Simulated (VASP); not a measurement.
# Ga3SbAs2 (I-4m2) in VASP: notebook

Runs on Ga3SbAs2. Level: PBE. Tasks: single point, relaxation of cell and atoms.

Everything below comes from runs of VASP 6.6.1. Logs are shortened: lines on timing, memory, paths and dates and some standing lists are left out, and cuts for length are marked.

## 1. The cell of the first run

Symmetry: I-4m2, No. 119, tetragonal system. The conventional cell has a = 4.193 Å, b = 4.193 Å, c = 17.668 Å, α = 90.00°, β = 90.00°, γ = 90.00°. Ga (site symmetry 2mm) has 2 As at 2.52 Å and 2 Sb at 2.64 Å within 3.3 Å. Ga (site symmetry -4m2) has 4 As at 2.52 Å within 3.3 Å. Sb (site symmetry -4m2) has 4 Ga at 2.64 Å within 3.5 Å. As (site symmetry 2mm) has 4 Ga at 2.52 Å within 3.3 Å.

## 2. Single point, PBE

INCAR reads:

```
ALGO = Normal
EDIFF = 1E-7
ENCUT = 520
GGA = PE
ISIF = 2
ISMEAR = 0
LASPH = True
LCHARG = False
LREAL = False
LWAVE = False
NBANDS = 36
NELM = 80
PREC = Accurate
SIGMA = 0.1
```

KPOINTS reads:

```
k-points
0
Gamma
  6 6 6
```

POSCAR reads:

```
Ga3SbAs2
1.0
   -2.0962781500      2.0962781500      8.8337954519
    2.0962781500     -2.0962781500      8.8337954519
    2.0962781500      2.0962781500     -8.8337954519
Ga Sb As
3 1 2
Direct
    0.6589726743      0.6589726743      0.0000000000
    0.3410273257      0.3410273257      0.0000000000
    0.0000000000      0.0000000000      0.0000000000
    0.7500000000      0.2500000000      0.5000000000
    0.4203861969      0.9203861969      0.5000000000
    0.0796138031      0.5796138031      0.5000000000
```

Potentials or basis: VASP PAW PBE potentials, release 64 (Ga_d, Sb, As).

Launch:

```console
cat potpaw_PBE.64/Ga_d/POTCAR potpaw_PBE.64/Sb/POTCAR potpaw_PBE.64/As/POTCAR > POTCAR
mpirun -np 1 vasp_std > vasp.out
```

OUTCAR:

```text
EDIFF = 1E-7
   ENCUT = 520
   GGA = PE
   ISIF = 2
   ISMEAR = 0
   LASPH = True
   LREAL = False
   NELM = 80
   PREC = Accurate

 ion  position               nearest neighbor table
   1  0.659  0.659  0.000-   6 2.52   6 2.52   4 2.64   4 2.64
   2  0.341  0.341  0.000-   5 2.52   5 2.52   4 2.64   4 2.64
   3  0.000  0.000  0.000-   5 2.52   6 2.52   6 2.52   5 2.52
   4  0.750  0.250  0.500-   2 2.64   1 2.64   2 2.64   1 2.64
   5  0.420  0.920  0.500-   2 2.52   2 2.52   3 2.52   3 2.52
   6  0.080  0.580  0.500-   1 2.52   1 2.52   3 2.52   3 2.52

  LATTYP: Found a body centered tetragonal cell.
 ALAT       =     4.1925563000
 C/A-ratio  =     4.2140378422

  Lattice vectors:

 A1 = (  -2.0962781500,   2.0962781500,   8.8337954519)
 A2 = (   2.0962781500,  -2.0962781500,   8.8337954519)
 A3 = (   2.0962781500,   2.0962781500,  -8.8337954519)

Analysis of symmetry for initial positions (statically):
=====================================================================
 Subroutine PRICEL returns:
 Original cell was already a primitive cell.

 Routine SETGRP: Setting up the symmetry group for a
 body centered tetragonal supercell.

 Subroutine GETGRP returns: Found  8 space group operations
 (whereof  8 operations were pure point group operations)
 out of a pool of 16 trial point group operations.

The static configuration has the point symmetry D_2d.

Analysis of symmetry for dynamics (positions and initial velocities):
=====================================================================
 Subroutine PRICEL returns:
 Original cell was already a primitive cell.

 Routine SETGRP: Setting up the symmetry group for a
 body centered tetragonal supercell.

 Subroutine GETGRP returns: Found  8 space group operations
 (whereof  8 operations were pure point group operations)
 out of a pool of 16 trial point group operations.

The dynamic configuration has the point symmetry D_2d.

 Subroutine INISYM returns: Found  8 space group operations
 (whereof  8 operations are pure point group operations),
 and found     1 'primitive' translations

----------------------------------------------------------------------------------------

                                     Primitive cell

  volume of cell :     155.2763

  direct lattice vectors                    reciprocal lattice vectors
    -2.096278150  2.096278150  8.833795452     0.000000000  0.238517966  0.056600812
     2.096278150 -2.096278150  8.833795452     0.238517966  0.000000000  0.056600812
     2.096278150  2.096278150 -8.833795452     0.238517966  0.238517966  0.000000000

  length of vectors
     9.317977584  9.317977584  9.317977584     0.245141739  0.245141739  0.337315342

  position of ions in fractional coordinates (direct lattice)
     0.658972674  0.658972674  0.000000000
     0.341027326  0.341027326  0.000000000
     0.000000000  0.000000000  0.000000000
     0.750000000  0.250000000  0.500000000
     0.420386197  0.920386197  0.500000000
     0.079613803  0.579613803  0.500000000

  ion indices of the primitive-cell ions
   primitive index   ion index
                 1           1
                 2           2
                 3           3
                 4           4
                 5           5
                 6           6

----------------------------------------------------------------------------------------

 KPOINTS: k-points

Automatic generation of k-mesh.
 Grid dimensions read from file:
 generate k-points for:    6    6    6

 Generating k-lattice:

  Cartesian coordinates                     Fractional coordinates (reciprocal lattice)
     0.000000000  0.039752994  0.009433469     0.166666667  0.000000000 -0.000000000
     0.039752994  0.000000000  0.009433469     0.000000000  0.166666667 -0.000000000
     0.039752994  0.039752994  0.000000000     0.000000000  0.000000000  0.166666667

  Length of vectors
     0.040856956  0.040856956  0.056219224

  Shift w.r.t. Gamma in fractional coordinates (k-lattice)
     0.000000000  0.000000000  0.000000000

 Subroutine IBZKPT returns following result:
 ===========================================

 Found     30 irreducible k-points:

 Following reciprocal coordinates:
            Coordinates               Weight
  0.000000  0.000000  0.000000      1.000000
  0.166667  0.000000  0.000000      8.000000
  0.333333  0.000000 -0.000000      8.000000
  0.500000 -0.000000  0.000000      4.000000
  0.166667  0.166667  0.000000      8.000000
  0.333333  0.166667 -0.000000     16.000000
[... 16 lines left out ...]
 -0.333333 -0.333333  0.166667      8.000000
 -0.166667 -0.333333  0.166667      8.000000
 [... further k-points ...]
   k-points           NKPTS =     30   k-points in BZ     NKDIM =     30   number of bands    NBANDS=     36
   number of dos      NEDOS =    301   number of ions     NIONS =      6
   total plane-waves  NPLWV = 343000
   dimension x,y,z NGX =    70 NGY =   70 NGZ =   70
   dimension x,y,z NGXF=   140 NGYF=  140 NGZF=  140
   ions per type =               3   1   2
   NGX,Y,Z   is equivalent  to a cutoff of  12.49, 12.49, 12.49 a.u.
   NGXF,Y,Z  is equivalent  to a cutoff of  24.98, 24.98, 24.98 a.u.
 SYSTEM =  unknown system
   PREC   = accura    normal or accurate (medium, high low for compatibility)
   ISTART =      0    job   : 0-new  1-cont  2-samecut
   ICHARG =      2    charge: 1-file 2-atom 10-const
   ISPIN  =      1    spin polarized calculation?
   LNONCOLLINEAR =      F non collinear calculations
   LSORBIT =      F    spin-orbit coupling
   LASPH  =      T    aspherical Exc in radial PAW
   ENCUT  =  520.0 eV  38.22 Ry    6.18 a.u.  17.33 17.33 17.33*2*pi/ulx,y,z
   NELM   =     80;   NELMIN=  2; NELMDL= -5     # of ELM steps
   EDIFF  = 0.1E-06   stopping-criterion for ELM
   LREAL  =      F    real-space projection
   EDIFFG = 0.1E-05   stopping-criterion for IOM
   NSW    =      0    number of steps for IOM
   IBRION =     -1    ionic relax: 0-MD 1-quasi-New 2-CG
   NFREE  =      0    steps in history (QN), initial steepest desc. (CG)
   ISIF   =      2    stress and relaxation
   ISYM   =      2    0-nonsym 1-usesym 2-fastsym
   POTIM  = 0.5000    time-step for ionic-motion
   TEBEG  =    0.0;   TEEND  =   0.0 temperature during run
   PSTRESS=    0.0 pullay stress
   NELECT =      54.0000    total number of electrons
   NUPDOWN=      -1.0000    fix difference up-down
   EMIN   =  10.00;   EMAX   =-10.00  energy-range for DOS
   EFERMI =   0.00;   METHOD = LEGACY
   ISMEAR =     0;   SIGMA  =   0.10  broadening in eV -4-tet -1-fermi 0-gaus
   EFERMI_NEDOS =   21; number of points for ismear=-14 and -15
   IALGO  =     38    algorithm
   IMIX   =      4    mixing-type and parameters
     AMIX     =   0.40;   BMIX     =  1.00
     AMIX_MAG =   1.60;   BMIX_MAG =  1.00
  volume/ion in A,a.u.               =      25.88       174.64
  Fermi-wavevector in a.u.,A,eV,Ry     =   1.151254  2.175554 18.032959  1.325385
  Thomas-Fermi vector in A             =   2.287913
   LORBIT       =      0    0 simple, 1 ext, 2 COOP (PROOUT), +10 PAW based schemes
   GGA     = PE    functional components
   LHFCALC =     F    Hartree Fock is set to
   AEXX    =    0.0000 exact exchange contribution
   IVDW    =     0    specifies the selected vdW correction
   LEPSILON=     F    determine dielectric tensor
   LRPA    =     F    only Hartree local field effects (RPA)
 non-spin polarized calculation
 Gauss-broadening in eV      SIGMA  =   0.10
  energy-cutoff  :      520.00
  volume of cell :      155.28
 maximum number of plane-waves:      4200
 NGX is ok and might be reduce to    70
   NGX = 35   NGY = 35   NGZ = 35

 number of electron      53.9999996 magnetization

 Free energy of the ion-electron system (eV)
  ---------------------------------------------------
  ext. energy  EPLUGINS =         0.00000000
  ---------------------------------------------------
  free energy    TOTEN  =       -23.74723098 eV

  energy without entropy =      -23.74633953  energy(sigma->0) =      -23.74678525

 E-fermi :   3.9112     XC(G=0):  -9.1791

 val. band max:        3.8878842459   @ k =   0.0000   0.0000   0.0000
 cond. band min:       4.3712654085   @ k =   0.5000  -0.0000   0.0000
 fundamental gap:      0.4833811626
 Fermi energy:         3.9112364239

 k-point     1 :       0.0000    0.0000    0.0000
  band No.  band energies     occupation
      1     -11.0933      2.00000
      2     -11.0347      2.00000
      3     -11.0347      2.00000
      4     -11.0231      2.00000
      5     -11.0038      2.00000
      6     -10.9911      2.00000
[... 28 lines left out ...]
     35       7.2278      0.00000
     36      10.4483      0.00000

 k-point     2 :       0.1667    0.0000    0.0000
  band No.  band energies     occupation
      1     -11.0910      2.00000
      2     -11.0467      2.00000
      3     -11.0340      2.00000
      4     -11.0147      2.00000
      5     -11.0015      2.00000
      6     -10.9882      2.00000
[... 28 lines left out ...]
     35       8.1552      0.00000
     36       9.3384      0.00000

 k-point     3 :       0.3333    0.0000   -0.0000
  band No.  band energies     occupation
      1     -11.0881      2.00000
      2     -11.0621      2.00000
      3     -11.0327      2.00000
      4     -11.0089      2.00000
      5     -10.9991      2.00000
      6     -10.9836      2.00000
[... 28 lines left out ...]
     35       8.6852      0.00000
     36       9.1726      0.00000
[... 742 lines left out ...]
 k-point    23 :      -0.3333   -0.3333    0.1667
  band No.  band energies     occupation
      1     -11.0902      2.00000
      2     -11.0554      2.00000
      3     -11.0315      2.00000
      4     -11.0082      2.00000
      5     -11.0006      2.00000
      6     -10.9890      2.00000
[... 28 lines left out ...]
     35       8.7049      0.00000
     36       8.9607      0.00000

 k-point    24 :      -0.1667   -0.3333    0.1667
  band No.  band energies     occupation
      1     -11.0915      2.00000
      2     -11.0462      2.00000
      3     -11.0339      2.00000
      4     -11.0119      2.00000
      5     -11.0017      2.00000
      6     -10.9914      2.00000
[... 28 lines left out ...]
     35       8.1549      0.00000
     36       9.1649      0.00000

 [... further k-points ...]

------------------------ aborting loop because EDIFF is reached ----------------------------------------

  FORCE on cell =-STRESS in cart. coord.  units (eV):
  Direction    XX          YY          ZZ          XY          YZ          ZX
  --------------------------------------------------------------------------------------
  -------------------------------------------------------------------------------------
  Total       -0.1644291     -0.1644291     -0.0399303      0.0000000      0.0000000      0.0000000
  in kB       -1.6966182     -1.6966182     -0.4120106      0.0000000      0.0000000      0.0000000
  external PRESSURE =      -1.2684157 kB  Pullay stress =       0.0000000 kB

 VOLUME and BASIS-vectors are now :
 -----------------------------------------------------------------------------
  energy-cutoff  :      520.00
  volume of cell :      155.28
      direct lattice vectors                 reciprocal lattice vectors
    -2.096278150  2.096278150  8.833795452     0.000000000  0.238517966  0.056600812
     2.096278150 -2.096278150  8.833795452     0.238517966  0.000000000  0.056600812
     2.096278150  2.096278150 -8.833795452     0.238517966  0.238517966  0.000000000

 POSITION                                       TOTAL-FORCE (eV/Angst)
 -----------------------------------------------------------------------------------
      0.00000      0.00000     11.64246         0.000000     -0.000000     -0.011311
      0.00000      0.00000      6.02513         0.000000     -0.000000      0.011311
      0.00000      0.00000      0.00000         0.000000     -0.000000     -0.000000
      0.00000      2.09628      4.41690         0.000000     -0.000000     -0.000000
      2.09628      0.00000      7.42721        -0.000000      0.000000      0.032881
      2.09628      0.00000      1.40658        -0.000000      0.000000     -0.032881
 -----------------------------------------------------------------------------------
    total drift:                               -0.000002      0.000002     -0.000000

  FREE ENERGIE OF THE ION-ELECTRON SYSTEM (eV)
  ---------------------------------------------------
  free  energy   TOTEN  =       -23.7472309763 eV

  energy  without entropy=      -23.7463395267  energy(sigma->0) =      -23.74678525
```

Run time: 7.7 min. Hardware: 1 thread of Intel Xeon Platinum 8559C (Emerald Rapids), shared host; peak memory 0.74 GiB.

What came out:

| Item | Value |
| --- | --- |
| Free energy | -23.7472 eV |
| Pressure | -0.1 GPa |
| Largest force | 0.033 eV/Å |
| Band gap on the k mesh | zero (filled and empty bands touch) |

Forces on the atoms (eV/Å):
```
Ga   0.000  0.000 -0.011
Ga   0.000  0.000  0.011
Ga   0.000  0.000  0.000
Sb   0.000  0.000  0.000
As   0.000  0.000  0.033
As   0.000  0.000 -0.033
```

Levels at points of the mesh, in eV from the Fermi level:
```tsv
k point	band 23	band 24	band 25	band 26	band 27	band 28	band 29	band 30	band 31	band 32
(0.00, 0.00, 0.00)	-1.98	-1.98	-0.27	-0.10	-0.02	-0.02	1.19	1.31	2.16	2.59
(0.50, 0.00, 0.00)	-2.68	-1.55	-1.53	-1.15	-0.60	0.46	1.66	2.28	3.95	4.17
(0.50, 0.50, 0.00)	-3.13	-3.03	-3.01	-2.54	-2.50	1.32	1.39	2.80	3.01	3.08
(0.50, 0.50, 0.50)	-2.68	-1.33	-1.33	-0.69	-0.69	1.18	1.31	1.75	2.25	2.37
```

Caveat: semilocal functionals underestimate gaps, and a narrow one can read as zero; spin-orbit coupling is left out, which moves the levels of the heavy elements.

(Part 1 of 3 ends here.)

The gap in the log of VASP goes by the Fermi energy; the results here count the filled bands.